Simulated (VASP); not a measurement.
# ScAl3As4 (P-43m) in VASP: relaxation of cell and atoms with PBE

Aim: the relaxation of cell and atoms of ScAl3As4 with PBE.

Everything below comes from runs of VASP 6.6.1. Logs are shortened: lines on timing, memory, paths and dates and some standing lists are left out, and cuts for length are marked.

## 1. The cell of the first run

The structure is cubic, space group P-43m (No. 215). The conventional cell has a = 5.068 Å, b = 5.068 Å, c = 5.068 Å, α = 90.00°, β = 90.00°, γ = 90.00°. Sc (site symmetry -43m) has 4 As at 2.14 Å within 2.8 Å. Within 2.9 Å of Al (site symmetry -42m) lie 4 As at 2.21 Å. As (site symmetry 3m) has 1 Sc at 2.14 Å and 3 Al at 2.21 Å within 2.8 Å.

The cell was built from a structure type or drawn by symmetry, and may not be a known phase.

## 2. Relaxation of cell and atoms, PBE

INCAR

```
SYSTEM = ScAl3As4
ALGO = Normal
EDIFF = 1E-7
EDIFFG = -0.08
ENCUT = 600
GGA = PE
GGA_COMPAT = .FALSE.
IBRION = 2
ISIF = 3
ISMEAR = 0
LASPH = .TRUE.
LCHARG = .FALSE.
LREAL = .FALSE.
LWAVE = .FALSE.
NELM = 120
NELMIN = 4
NSW = 36
PREC = Accurate
SIGMA = 0.2
```

KPOINTS

```
k-points
0
G
  3 3 3
  0 0 0
```

POSCAR

```
ScAl3As4
1.0
    5.0679457200      0.0000000000      0.0000000000
    0.0000000000      5.0679457200      0.0000000000
    0.0000000000      0.0000000000      5.0679457200
Sc Al As
1 3 4
Direct
    0.0000000000      0.0000000000      0.0000000000
    0.5000000000      0.5000000000      0.0000000000
    0.5000000000      0.0000000000      0.5000000000
    0.0000000000      0.5000000000      0.5000000000
    0.7557144200      0.7557144200      0.2442855800
    0.7557144200      0.2442855800      0.7557144200
    0.2442855800      0.7557144200      0.7557144200
    0.2442855800      0.2442855800      0.2442855800
```

Potentials or basis: VASP PAW PBE potentials, release 64 (Sc_sv, Al, As_d).

The run is started by

```
> cat potpaw_PBE.64/Sc_sv/POTCAR potpaw_PBE.64/Al/POTCAR potpaw_PBE.64/As_d/POTCAR > POTCAR
> mpirun -np 1 vasp_std > vasp.out
```

OUTCAR:

```text
SYSTEM = ScAl3As4
   EDIFF = 1E-7
   EDIFFG = -0.08
   ENCUT = 600
   GGA = PE
   IBRION = 2
   ISIF = 3
   ISMEAR = 0
   LASPH = .TRUE.
   LREAL = .FALSE.
   NELM = 120
   NELMIN = 4
   NSW = 36
   PREC = Accurate

 ion  position               nearest neighbor table
   1  0.000  0.000  0.000-   5 2.14   6 2.14   7 2.14   8 2.14
   2  0.500  0.500  0.000-   5 2.21   6 2.21   7 2.21   8 2.21
   3  0.500  0.000  0.500-   5 2.21   6 2.21   7 2.21   8 2.21
   4  0.000  0.500  0.500-   5 2.21   6 2.21   7 2.21   8 2.21
   5  0.756  0.756  0.244-   1 2.14   2 2.21   3 2.21   4 2.21
   6  0.756  0.244  0.756-   1 2.14   2 2.21   3 2.21   4 2.21
   7  0.244  0.756  0.756-   1 2.14   2 2.21   3 2.21   4 2.21
   8  0.244  0.244  0.244-   1 2.14   2 2.21   3 2.21   4 2.21

  LATTYP: Found a simple cubic cell.
 ALAT       =     5.0679457200

  Lattice vectors:

 A1 = (   5.0679457200,   0.0000000000,   0.0000000000)
 A2 = (   0.0000000000,   5.0679457200,   0.0000000000)
 A3 = (   0.0000000000,   0.0000000000,   5.0679457200)

Analysis of symmetry for initial positions (statically):
=====================================================================
 Subroutine PRICEL returns:
 Original cell was already a primitive cell.

 Routine SETGRP: Setting up the symmetry group for a
 simple cubic supercell.

 Subroutine GETGRP returns: Found 24 space group operations
 (whereof 24 operations were pure point group operations)
 out of a pool of 48 trial point group operations.

The static configuration has the point symmetry T_d .

Analysis of symmetry for dynamics (positions and initial velocities):
=====================================================================
 Subroutine PRICEL returns:
 Original cell was already a primitive cell.

 Routine SETGRP: Setting up the symmetry group for a
 simple cubic supercell.

 Subroutine GETGRP returns: Found 24 space group operations
 (whereof 24 operations were pure point group operations)
 out of a pool of 48 trial point group operations.

The dynamic configuration has the point symmetry T_d .

 Subroutine INISYM returns: Found 24 space group operations
 (whereof 24 operations are pure point group operations),
 and found     1 'primitive' translations

----------------------------------------------------------------------------------------

                                     Primitive cell

  volume of cell :     130.1655

  direct lattice vectors                    reciprocal lattice vectors
     5.067945720  0.000000000  0.000000000     0.197318609  0.000000000  0.000000000
     0.000000000  5.067945720  0.000000000     0.000000000  0.197318609  0.000000000
     0.000000000  0.000000000  5.067945720     0.000000000  0.000000000  0.197318609

  length of vectors
     5.067945720  5.067945720  5.067945720     0.197318609  0.197318609  0.197318609

  position of ions in fractional coordinates (direct lattice)
     0.000000000  0.000000000  0.000000000
     0.500000000  0.500000000  0.000000000
     0.500000000  0.000000000  0.500000000
     0.000000000  0.500000000  0.500000000
     0.755714420  0.755714420  0.244285580
     0.755714420  0.244285580  0.755714420
     0.244285580  0.755714420  0.755714420
     0.244285580  0.244285580  0.244285580

  ion indices of the primitive-cell ions
   primitive index   ion index
                 1           1
                 2           2
                 3           3
                 4           4
                 5           5
                 6           6
                 7           7
                 8           8

----------------------------------------------------------------------------------------

 KPOINTS: k-points

Automatic generation of k-mesh.
 Grid dimensions read from file:
 generate k-points for:    3    3    3

 Generating k-lattice:

  Cartesian coordinates                     Fractional coordinates (reciprocal lattice)
     0.065772870  0.000000000  0.000000000     0.333333333  0.000000000  0.000000000
     0.000000000  0.065772870  0.000000000     0.000000000  0.333333333  0.000000000
     0.000000000  0.000000000  0.065772870     0.000000000  0.000000000  0.333333333

  Length of vectors
     0.065772870  0.065772870  0.065772870

  Shift w.r.t. Gamma in fractional coordinates (k-lattice)
     0.000000000  0.000000000  0.000000000

 Subroutine IBZKPT returns following result:
 ===========================================

 Found      4 irreducible k-points:

 Following reciprocal coordinates:
            Coordinates               Weight
  0.000000  0.000000  0.000000      1.000000
  0.333333  0.000000  0.000000      6.000000
  0.333333  0.333333  0.000000     12.000000
  0.333333  0.333333  0.333333      8.000000
   k-points           NKPTS =      4   k-points in BZ     NKDIM =      4   number of bands    NBANDS=     48
   number of dos      NEDOS =    301   number of ions     NIONS =      8
   total plane-waves  NPLWV =  64000
   dimension x,y,z NGX =    40 NGY =   40 NGZ =   40
   dimension x,y,z NGXF=    80 NGYF=   80 NGZF=   80
   ions per type =               1   3   4
   NGX,Y,Z   is equivalent  to a cutoff of  13.12, 13.12, 13.12 a.u.
   NGXF,Y,Z  is equivalent  to a cutoff of  26.24, 26.24, 26.24 a.u.
 SYSTEM =  ScAl3As4
   PREC   = accura    normal or accurate (medium, high low for compatibility)
   ISTART =      0    job   : 0-new  1-cont  2-samecut
   ICHARG =      2    charge: 1-file 2-atom 10-const
   ISPIN  =      1    spin polarized calculation?
   LNONCOLLINEAR =      F non collinear calculations
   LSORBIT =      F    spin-orbit coupling
   LASPH  =      T    aspherical Exc in radial PAW
   ENCUT  =  600.0 eV  44.10 Ry    6.64 a.u.  10.12 10.12 10.12*2*pi/ulx,y,z
   NELM   =    120;   NELMIN=  4; NELMDL= -5     # of ELM steps
   EDIFF  = 0.1E-06   stopping-criterion for ELM
   LREAL  =      F    real-space projection
   EDIFFG = -.8E-01   stopping-criterion for IOM
   NSW    =     36    number of steps for IOM
   IBRION =      2    ionic relax: 0-MD 1-quasi-New 2-CG
   NFREE  =      1    steps in history (QN), initial steepest desc. (CG)
   ISIF   =      3    stress and relaxation
   ISYM   =      2    0-nonsym 1-usesym 2-fastsym
   POTIM  = 0.5000    time-step for ionic-motion
   TEBEG  =    0.0;   TEEND  =   0.0 temperature during run
   PSTRESS=    0.0 pullay stress
   NELECT =      80.0000    total number of electrons
   NUPDOWN=      -1.0000    fix difference up-down
   EMIN   =  10.00;   EMAX   =-10.00  energy-range for DOS
   EFERMI =   0.00;   METHOD = LEGACY
   ISMEAR =     0;   SIGMA  =   0.20  broadening in eV -4-tet -1-fermi 0-gaus
   EFERMI_NEDOS =   21; number of points for ismear=-14 and -15
   IALGO  =     38    algorithm
   IMIX   =      4    mixing-type and parameters
     AMIX     =   0.40;   BMIX     =  1.00
     AMIX_MAG =   1.60;   BMIX_MAG =  1.00
  volume/ion in A,a.u.               =      16.27       109.80
  Fermi-wavevector in a.u.,A,eV,Ry     =   1.391894  2.630299 26.359509  1.937369
  Thomas-Fermi vector in A             =   2.515689
   LORBIT       =      0    0 simple, 1 ext, 2 COOP (PROOUT), +10 PAW based schemes
   GGA     = PE    functional components
   LHFCALC =     F    Hartree Fock is set to
   AEXX    =    0.0000 exact exchange contribution
   IVDW    =     0    specifies the selected vdW correction
   LEPSILON=     F    determine dielectric tensor
   LRPA    =     F    only Hartree local field effects (RPA)
 conjugate gradient relaxation of ions
 non-spin polarized calculation
 Gauss-broadening in eV      SIGMA  =   0.20
  energy-cutoff  :      600.00
  volume of cell :      130.17
 maximum number of plane-waves:      4385
   NGX = 21   NGY = 21   NGZ = 21

--------------------------------------- Ionic step        1  -------------------------------------------

 number of electron      80.0000102 magnetization

 Free energy of the ion-electron system (eV)
  ---------------------------------------------------
  ext. energy  EPLUGINS =         0.00000000
  ---------------------------------------------------
  free energy    TOTEN  =       -29.87667999 eV

  energy without entropy =      -29.87667999  energy(sigma->0) =      -29.87667999

 E-fermi :   5.9840     XC(G=0): -11.0529

 val. band max:        5.1374599714   @ k =   0.3333   0.3333   0.0000
 cond. band min:       6.7903937888   @ k =   0.0000   0.0000   0.0000
 fundamental gap:      1.6529338174
 Fermi energy:         5.9839930148

 k-point     1 :       0.0000    0.0000    0.0000
  band No.  band energies     occupation
      1     -41.6713      2.00000
      2     -28.6743      2.00000
      3     -28.6743      2.00000
      4     -28.6743      2.00000
      5     -28.6422      2.00000
      6     -28.6422      2.00000
[... 299 lines left out ...]
 POSITION                                       TOTAL-FORCE (eV/Angst)
 -----------------------------------------------------------------------------------
      0.00000      0.00000      0.00000        -0.000000      0.000000     -0.000000
      2.93478      2.93478      0.00000        -0.000000     -0.000000     -0.000000
      2.93478      0.00000      2.93478        -0.000000      0.000000     -0.000000
      0.00000      2.93478      2.93478        -0.000000     -0.000000     -0.000000
      4.35004      4.35004      1.51952         0.015244      0.015244     -0.015244
      4.35004      1.51952      4.35004         0.015244     -0.015244      0.015244
      1.51952      4.35004      4.35004        -0.015244      0.015244      0.015244
      1.51952      1.51952      1.51952        -0.015244     -0.015244     -0.015244
 -----------------------------------------------------------------------------------
    total drift:                                0.000000      0.000000      0.000000

  FREE ENERGIE OF THE ION-ELECTRON SYSTEM (eV)
  ---------------------------------------------------
  free  energy   TOTEN  =       -40.4300973965 eV

  energy  without entropy=      -40.4300973950  energy(sigma->0) =      -40.43009740

--------------------------------------- Ionic step        4  -------------------------------------------

 number of electron      80.0000042 magnetization

 Free energy of the ion-electron system (eV)
  ---------------------------------------------------
  ext. energy  EPLUGINS =         0.00000000
  ---------------------------------------------------
  free energy    TOTEN  =       -40.43945805 eV

  energy without entropy =      -40.43945805  energy(sigma->0) =      -40.43945805

 E-fermi :   2.7585     XC(G=0):  -9.0922

 val. band max:        1.9025008999   @ k =   0.3333   0.3333   0.0000
 cond. band min:       3.5665594176   @ k =   0.0000   0.0000   0.0000
 fundamental gap:      1.6640585177
 Fermi energy:         2.7584794456

 k-point     1 :       0.0000    0.0000    0.0000
  band No.  band energies     occupation
      1     -46.9296      2.00000
      2     -31.8823      2.00000
      3     -31.8823      2.00000
      4     -31.8817      2.00000
      5     -31.8817      2.00000
      6     -31.8817      2.00000
[... 215 lines left out ...]
 POSITION                                       TOTAL-FORCE (eV/Angst)
 -----------------------------------------------------------------------------------
      0.00000      0.00000      0.00000         0.000000     -0.000000     -0.000000
      2.92528      2.92528      0.00000         0.000000     -0.000000     -0.000000
      2.92528      0.00000      2.92528         0.000000      0.000000     -0.000000
      0.00000      2.92528      2.92528         0.000000     -0.000000     -0.000000
      4.33738      4.33738      1.51318        -0.006094     -0.006094      0.006094
      4.33738      1.51318      4.33738        -0.006094      0.006094     -0.006094
      1.51318      4.33738      4.33738         0.006094     -0.006094     -0.006094
      1.51318      1.51318      1.51318         0.006094      0.006094      0.006094
 -----------------------------------------------------------------------------------
    total drift:                               -0.000000     -0.000000     -0.000000

  FREE ENERGIE OF THE ION-ELECTRON SYSTEM (eV)
  ---------------------------------------------------
  free  energy   TOTEN  =       -40.4394580471 eV

  energy  without entropy=      -40.4394580457  energy(sigma->0) =      -40.43945805

 reached required accuracy - stopping structural energy minimisation
```

Run time: 2 min. Hardware: 1 thread of AMD EPYC 9R14 (Zen 4), shared host; peak memory 0.23 GiB.

Results:

| Quantity | Value |
| --- | --- |
| Free energy | -40.4395 eV |
| Relaxed volume | 25.03 Å³/atom |
| Relaxed cell | a = 5.851 Å, b = 5.851 Å, c = 5.851 Å, α = 90.00°, β = 90.00°, γ = 90.00° |
| Space group after relaxing (to 0.1 Å) | P-43m (No. 215) |
| Energy gained by relaxing | 1320.3 meV/atom |
| Ionic steps | 4 |
| Pressure after relaxing | -0.5 GPa |
| Largest force after relaxing | 0.011 eV/Å |
| Band gap on the k mesh | 1.66 eV (least direct gap 1.68 eV) |

Forces on the atoms (eV/Å):
```
Sc   0.000  0.000  0.000
Al   0.000  0.000  0.000
Al   0.000  0.000  0.000
Al   0.000  0.000  0.000
As  -0.006 -0.006  0.006
As  -0.006  0.006 -0.006
As   0.006 -0.006 -0.006
As   0.006  0.006  0.006
```

Step by step:
```tsv
step	energy change (eV)	largest force (eV/Å)	pressure (GPa)	volume (Å³)
1	0.0000	4.2576	63.78	130.17
2	-5.8969	0.7171	-10.36	294.28
3	-10.5534	0.0264	-1.05	202.22
4	-10.5628	0.0106	-0.46	200.26
```

Final structure:
```
Sc Al As
1.0
     5.85056    0.00000    0.00000
     0.00000    5.85056    0.00000
     0.00000    0.00000    5.85056
Sc Al As
1 3 4
Cartesian
  0.0000 0.0000 0.0000
  2.9253 2.9253 0.0000
  2.9253 0.0000 2.9253
  0.0000 2.9253 2.9253
  4.3374 4.3374 1.5132
  4.3374 1.5132 4.3374
  1.5132 4.3374 4.3374
  1.5132 1.5132 1.5132
```

Levels at points of the mesh, in eV from the valence-band top:
```tsv
k point	band 36	band 37	band 38	band 39	band 40	band 41	band 42	band 43	band 44	band 45
(0.00, 0.00, 0.00)	-1.07	-1.07	-0.01	-0.01	-0.01	1.66	1.66	1.88	1.97	1.97
```

Caveat: the volume moved by over 15 % at a fixed basis, so the end points are rough; an odd mesh through Γ misses points on the zone boundary, where band edges can lie.
